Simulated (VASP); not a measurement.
The system is TeRu.

```xyz
2
Lattice="0.0000 3.1139 3.1139 3.1139 0.0000 3.1139 3.1139 3.1139 0.0000" Properties=species:S:1:pos:R:3 pbc="T T T"
Ru    0.0000    0.0000    0.0000
Te    1.5570    1.5570    1.5570
```

Base run:

```yaml
Program: VASP 6.6.1
Functional: LDA
Potentials_or_basis: VASP PAW LDA potentials, release 64 (Ru_pv, Te)
Cutoff: 520 eV
k_mesh: 5 × 5 × 5
Occupations: gaussian, width 0.05 eV
Spin: collinear spin, ferrimagnetic start
Starting_moments: "[2.0, -0.25] μB"
Hubbard_terms: Ru d U = 6.0 eV
```

Its results: pressure -3.0 GPa; net moment 2.00 μB per cell; site moments Ru +2.08; Te -0.23 μB.

Problem. The run is repeated on the same cell with these changes: spin from collinear spin, ferrimagnetic start to collinear spin, ferromagnetic start; moments at the start from [2.0, -0.25] to [4.0, 0.0]. What comes out?

Solution. Pressure -3.5 GPa; net moment 3.10 μB per cell; site moments Ru +2.83; Te +0.04 μB.

Caveats: the U is typed as a test and isn't derived for this compound.
